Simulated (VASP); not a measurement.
# MgO (F-43m) in VASP: single point with HSE06

Aim: the single point of MgO with HSE06.

Program: VASP 6.6.1. These are calculated values, not measurements. Logs are shortened: lines on timing, memory, paths and dates and some standing lists are left out, and cuts for length are marked.

### 1 The cell of the first run

It takes space group F-43m (No. 216, cubic). The conventional cell has a = 4.564 Å, b = 4.564 Å, c = 4.564 Å, α = 90.00°, β = 90.00°, γ = 90.00°. Within 2.6 Å of Mg (site symmetry -43m) lie 4 O at 1.98 Å. O (site symmetry -43m) has 4 Mg at 1.98 Å within 2.6 Å.

### 2 Single point, HSE06 (volume scaled by 1.000 of the coarse rest volume)

The input, POSCAR:

```
MgO
1.0
    0.0000000000      2.2822000000      2.2822000000
    2.2822000000      0.0000000000      2.2822000000
    2.2822000000      2.2822000000      0.0000000000
Mg O
1 1
Direct
    0.0000000000      0.0000000000      0.0000000000
    0.2500000000      0.2500000000      0.2500000000
```

The input, INCAR.step1:

```
SYSTEM = MgO
  PREC = Accurate
  ENCUT = 520
  EDIFF = 1E-5
  ISMEAR = 0
  SIGMA = 0.02
  LREAL = .False.
  LASPH = .True.
  NELM = 80
  ALGO = Normal
  ISIF = 2
  LWAVE = .True.
  LCHARG = .False.
  NBANDS = 11
  GGA = PE
```

The input, INCAR.step2:

```
SYSTEM = MgO
  PREC = Accurate
  ENCUT = 520
  EDIFF = 1E-6
  ISMEAR = 0
  SIGMA = 0.02
  LREAL = .False.
  LASPH = .True.
  NELM = 80
  ALGO = Normal
  ISIF = 2
  LWAVE = .False.
  LCHARG = .False.
  GGA = PE
  LHFCALC = .True.
  HFSCREEN = 0.2079
  PRECFOCK = Normal
  NBANDS = 11
  ISTART = 1
```

The input, KPOINTS:

```
Automatic mesh
0
Gamma
  6 6 6
  0 0 0
```

Potentials or basis: VASP PAW PBE potentials, release 64 (Mg, O).

The run is started by

```bash
$ cat potpaw_PBE.64/Mg/POTCAR potpaw_PBE.64/O/POTCAR > POTCAR
$ cp INCAR.step1 INCAR
$ mpirun -np 1 vasp_std > vasp.out
$ cp INCAR.step2 INCAR
$ mpirun -np 1 vasp_std > vasp.out
```

OUTCAR:

```text
SYSTEM = MgO
   PREC = Accurate
   ENCUT = 520
   EDIFF = 1E-6
   ISMEAR = 0
   LREAL = .False.
   LASPH = .True.
   NELM = 80
   ISIF = 2
   GGA = PE
   LHFCALC = .True.
   HFSCREEN = 0.2079
   PRECFOCK = Normal
   ISTART = 1

 ion  position               nearest neighbor table
   1  0.000  0.000  0.000-   2 1.98   2 1.98   2 1.98   2 1.98
   2  0.250  0.250  0.250-   1 1.98   1 1.98   1 1.98   1 1.98

  LATTYP: Found a face centered cubic cell.
 ALAT       =     4.5644000000

  Lattice vectors:

 A1 = (   0.0000000000,   2.2822000000,   2.2822000000)
 A2 = (   2.2822000000,   0.0000000000,   2.2822000000)
 A3 = (   2.2822000000,   2.2822000000,   0.0000000000)

Analysis of symmetry for initial positions (statically):
=====================================================================
 Subroutine PRICEL returns:
 Original cell was already a primitive cell.

 Routine SETGRP: Setting up the symmetry group for a
 face centered cubic supercell.

 Subroutine GETGRP returns: Found 24 space group operations
 (whereof 24 operations were pure point group operations)
 out of a pool of 48 trial point group operations.

The static configuration has the point symmetry T_d .

Analysis of symmetry for dynamics (positions and initial velocities):
=====================================================================
 Subroutine PRICEL returns:
 Original cell was already a primitive cell.

 Routine SETGRP: Setting up the symmetry group for a
 face centered cubic supercell.

 Subroutine GETGRP returns: Found 24 space group operations
 (whereof 24 operations were pure point group operations)
 out of a pool of 48 trial point group operations.

The dynamic configuration has the point symmetry T_d .

 Subroutine INISYM returns: Found 24 space group operations
 (whereof 24 operations are pure point group operations),
 and found     1 'primitive' translations

----------------------------------------------------------------------------------------

                                     Primitive cell

  volume of cell :      23.7734

  direct lattice vectors                    reciprocal lattice vectors
     0.000000000  2.282200000  2.282200000    -0.219086846  0.219086846  0.219086846
     2.282200000  0.000000000  2.282200000     0.219086846 -0.219086846  0.219086846
     2.282200000  2.282200000  0.000000000     0.219086846  0.219086846 -0.219086846

  length of vectors
     3.227518192  3.227518192  3.227518192     0.379469549  0.379469549  0.379469549

  position of ions in fractional coordinates (direct lattice)
     0.000000000  0.000000000  0.000000000
     0.250000000  0.250000000  0.250000000

  ion indices of the primitive-cell ions
   primitive index   ion index
                 1           1
                 2           2

----------------------------------------------------------------------------------------

 KPOINTS: Automatic mesh

Automatic generation of k-mesh.
 Grid dimensions read from file:
 generate k-points for:    6    6    6

 Generating k-lattice:

  Cartesian coordinates                     Fractional coordinates (reciprocal lattice)
    -0.036514474  0.036514474  0.036514474     0.166666667  0.000000000  0.000000000
     0.036514474 -0.036514474  0.036514474     0.000000000  0.166666667  0.000000000
     0.036514474  0.036514474 -0.036514474     0.000000000  0.000000000  0.166666667

  Length of vectors
     0.063244925  0.063244925  0.063244925

  Shift w.r.t. Gamma in fractional coordinates (k-lattice)
     0.000000000  0.000000000  0.000000000

 Subroutine IBZKPT returns following result:
 ===========================================

 Found     16 irreducible k-points:

 Following reciprocal coordinates:
            Coordinates               Weight
  0.000000  0.000000  0.000000      1.000000
  0.166667  0.000000  0.000000      8.000000
  0.333333  0.000000  0.000000      8.000000
  0.500000  0.000000  0.000000      4.000000
  0.166667  0.166667  0.000000      6.000000
  0.333333  0.166667  0.000000     24.000000
[... 8 lines left out ...]
 -0.333333  0.333333  0.166667     24.000000
 -0.333333  0.500000  0.166667     12.000000
   k-points           NKPTS =     16   k-points in BZ     NKDIM =    216   number of bands    NBANDS=     11
   number of dos      NEDOS =    301   number of ions     NIONS =      2
   total plane-waves  NPLWV =  13824
   dimension x,y,z NGX =    24 NGY =   24 NGZ =   24
   dimension x,y,z NGXF=    48 NGYF=   48 NGZF=   48
   ions per type =               1   1
   NGX,Y,Z   is equivalent  to a cutoff of  12.36, 12.36, 12.36 a.u.
   NGXF,Y,Z  is equivalent  to a cutoff of  24.72, 24.72, 24.72 a.u.
 SYSTEM =  MgO
   PREC   = accura    normal or accurate (medium, high low for compatibility)
   ISTART =      1    job   : 0-new  1-cont  2-samecut
   ICHARG =      0    charge: 1-file 2-atom 10-const
   ISPIN  =      1    spin polarized calculation?
   LNONCOLLINEAR =      F non collinear calculations
   LSORBIT =      F    spin-orbit coupling
   LASPH  =      T    aspherical Exc in radial PAW
   ENCUT  =  520.0 eV  38.22 Ry    6.18 a.u.   6.00  6.00  6.00*2*pi/ulx,y,z
   NELM   =     80;   NELMIN=  2; NELMDL=  0     # of ELM steps
   EDIFF  = 0.1E-05   stopping-criterion for ELM
   LREAL  =      F    real-space projection
   EDIFFG = 0.1E-04   stopping-criterion for IOM
   NSW    =      0    number of steps for IOM
   IBRION =     -1    ionic relax: 0-MD 1-quasi-New 2-CG
   NFREE  =      0    steps in history (QN), initial steepest desc. (CG)
   ISIF   =      2    stress and relaxation
   ISYM   =      3    0-nonsym 1-usesym 2-fastsym
   POTIM  = 0.5000    time-step for ionic-motion
   TEBEG  =    0.0;   TEEND  =   0.0 temperature during run
   PSTRESS=    0.0 pullay stress
   NELECT =       8.0000    total number of electrons
   NUPDOWN=      -1.0000    fix difference up-down
   EMIN   =  10.00;   EMAX   =-10.00  energy-range for DOS
   EFERMI =   0.00;   METHOD = LEGACY
   ISMEAR =     0;   SIGMA  =   0.02  broadening in eV -4-tet -1-fermi 0-gaus
   EFERMI_NEDOS =   21; number of points for ismear=-14 and -15
   IALGO  =     38    algorithm
   IMIX   =      1    mixing-type and parameters
     AMIX     =   0.40;   BMIX     =  1.00
     AMIX_MAG =   1.60;   BMIX_MAG =  1.00
  volume/ion in A,a.u.               =      11.89        80.22
  Fermi-wavevector in a.u.,A,eV,Ry     =   1.138696  2.151823 17.641703  1.296629
  Thomas-Fermi vector in A             =   2.275400
   LORBIT       =      0    0 simple, 1 ext, 2 COOP (PROOUT), +10 PAW based schemes
   GGA     = PE    functional components
   LHFCALC =     T    Hartree Fock is set to
   PRECFOCK=normal    Normal, Fast or Accurate (Low or Medium for compatibility)
   ENCUT4O =  -1.0   cutoff for four orbital integrals eV
   NKREDX  =     1    reduce k-point grid by
   NKREDY  =     1    reduce k-point grid by
   NKREDZ  =     1    reduce k-point grid by
   AEXX    =    0.2500 exact exchange contribution
   HFSCREEN=    0.2079 screening length (either q_TF or 0.3 A-1)
   HFSCREENC=   0.2079 screening length for correlation (either q_TF or 0.3 A-1)
   ENCUTFOCK=  -1.0 apply spherical cutoff to Coloumb kernel
   IVDW    =     0    specifies the selected vdW correction
   LEPSILON=     F    determine dielectric tensor
   LRPA    =     F    only Hartree local field effects (RPA)
 non-spin polarized calculation
 Gauss-broadening in eV      SIGMA  =   0.02
  energy-cutoff  :      520.00
  volume of cell :       23.77
 maximum number of plane-waves:       650
  NGX = 20; NGY = 20; NGZ = 20

 number of electron       8.0000007 magnetization

 Free energy of the ion-electron system (eV)
  ---------------------------------------------------
  ext. energy  EPLUGINS =         0.00000000
  ---------------------------------------------------
  free energy    TOTEN  =       -13.94064236 eV

  energy without entropy =      -13.94064236  energy(sigma->0) =      -13.94064236

 E-fermi :  -0.2745     XC(G=0):  -8.0128

 val. band max:       -0.4542218140   @ k =   0.0000   0.0000   0.0000
 cond. band min:       4.7847589321   @ k =   0.0000   0.0000   0.0000
 fundamental gap:      5.2389807462
 Fermi energy:        -0.2745129676

 k-point     1 :       0.0000    0.0000    0.0000
  band No.  band energies     occupation
      1     -17.8311      2.00000
      2      -0.4542      2.00000
      3      -0.4542      2.00000
      4      -0.4542      2.00000
      5       4.7848      0.00000
      6      18.3514      0.00000
      7      18.3514      0.00000
      8      18.3514      0.00000
      9      21.9369      0.00000
     10      21.9369      0.00000
     11      22.0338      0.00000

 k-point     2 :       0.1667    0.0000    0.0000
  band No.  band energies     occupation
      1     -17.6658      2.00000
      2      -1.5355      2.00000
      3      -0.5084      2.00000
      4      -0.5084      2.00000
      5       6.1071      0.00000
      6      16.2612      0.00000
      7      18.0455      0.00000
      8      18.0455      0.00000
      9      20.2459      0.00000
     10      20.2459      0.00000
     11      21.0282      0.00000

 k-point     3 :       0.3333    0.0000    0.0000
  band No.  band energies     occupation
      1     -17.3152      2.00000
      2      -3.0526      2.00000
      3      -0.6133      2.00000
      4      -0.6133      2.00000
      5       8.3482      0.00000
      6      13.2359      0.00000
      7      16.6444      0.00000
      8      16.6444      0.00000
      9      20.8654      0.00000
     10      21.8884      0.00000
     11      21.8884      0.00000

 k-point     4 :       0.5000    0.0000    0.0000
  band No.  band energies     occupation
      1     -17.1287      2.00000
      2      -3.6734      2.00000
      3      -0.6642      2.00000
      4      -0.6642      2.00000
      5      10.1415      0.00000
      6      11.1483      0.00000
      7      16.0715      0.00000
      8      16.0715      0.00000
      9      21.2608      0.00000
     10      23.6007      0.00000
     11      23.6007      0.00000

 k-point     5 :       0.1667    0.1667    0.0000
  band No.  band energies     occupation
      1     -17.6120      2.00000
      2      -1.5441      2.00000
      3      -0.6704      2.00000
      4      -0.6704      2.00000
      5       6.4328      0.00000
      6      16.0769      0.00000
      7      17.2246      0.00000
      8      18.0827      0.00000
      9      18.0827      0.00000
     10      22.7400      0.00000
     11      24.1547      0.00000
[... 99 lines left out ...]
 k-point    13 :       0.5000    0.5000    0.0000
  band No.  band energies     occupation
      1     -16.9212      2.00000
      2      -3.1358      2.00000
      3      -1.2661      2.00000
      4      -1.2661      2.00000
      5       7.4381      0.00000
      6      12.9626      0.00000
      7      15.8305      0.00000
      8      18.4218      0.00000
      9      18.4218      0.00000
     10      23.8600      0.00000
     11      28.3806      0.00000

 k-point    14 :       0.5000    0.3333    0.1667
  band No.  band energies     occupation
      1     -17.0903      2.00000
      2      -2.8535      2.00000
      3      -1.5299      2.00000
      4      -0.9585      2.00000
      5       8.9473      0.00000
      6      12.7951      0.00000
      7      14.9511      0.00000
      8      17.0133      0.00000
      9      20.0781      0.00000
     10      23.5928      0.00000
     11      25.9605      0.00000

 k-point    15 :      -0.3333    0.3333    0.1667
  band No.  band energies     occupation
      1     -16.9694      2.00000
      2      -2.8302      2.00000
      3      -1.9110      2.00000
      4      -1.1340      2.00000
      5       9.4110      0.00000
      6      12.3757      0.00000
      7      14.8996      0.00000
      8      16.6172      0.00000
      9      21.4633      0.00000
     10      22.3565      0.00000
     11      27.2473      0.00000

 k-point    16 :      -0.3333    0.5000    0.1667
  band No.  band energies     occupation
      1     -16.9159      2.00000
      2      -2.7252      2.00000
      3      -1.7864      2.00000
      4      -1.4924      2.00000
      5       8.5102      0.00000
      6      13.0373      0.00000
      7      15.6721      0.00000
      8      16.1544      0.00000
      9      20.1892      0.00000
     10      24.4864      0.00000
     11      25.7419      0.00000

------------------------ aborting loop because EDIFF is reached ----------------------------------------

  FORCE on cell =-STRESS in cart. coord.  units (eV):
  Direction    XX          YY          ZZ          XY          YZ          ZX
  --------------------------------------------------------------------------------------
  -------------------------------------------------------------------------------------
  Total       -0.0198489     -0.0198489     -0.0198489      0.0000000      0.0000000      0.0000000
  in kB       -1.3376919     -1.3376919     -1.3376919      0.0000000      0.0000000      0.0000000
  external PRESSURE =      -1.3376919 kB  Pullay stress =       0.0000000 kB

 VOLUME and BASIS-vectors are now :
 -----------------------------------------------------------------------------
  energy-cutoff  :      520.00
  volume of cell :       23.77
      direct lattice vectors                 reciprocal lattice vectors
     0.000000000  2.282200000  2.282200000    -0.219086846  0.219086846  0.219086846
     2.282200000  0.000000000  2.282200000     0.219086846 -0.219086846  0.219086846
     2.282200000  2.282200000  0.000000000     0.219086846  0.219086846 -0.219086846

 POSITION                                       TOTAL-FORCE (eV/Angst)
 -----------------------------------------------------------------------------------
      0.00000      0.00000      0.00000         0.000000      0.000000     -0.000000
      1.14110      1.14110      1.14110        -0.000000     -0.000000      0.000000
 -----------------------------------------------------------------------------------
    total drift:                                0.000001      0.000001      0.000001

  FREE ENERGIE OF THE ION-ELECTRON SYSTEM (eV)
  ---------------------------------------------------
  free  energy   TOTEN  =       -13.9406423556 eV

  energy  without entropy=      -13.9406423556  energy(sigma->0) =      -13.94064236
```

Wall time 7 min (1 thread of Intel Xeon Platinum 8375C at 2.90GHz (Ice Lake), shared host); peak memory 0.25 GiB.

What came out:

- Free energy: -13.9406 eV
- Pressure: -0.1 GPa
- Band gap on the k mesh: 5.24 eV, direct

Caveat: the PAW data sets were made with another functional, which shifts forces and pressure a little.
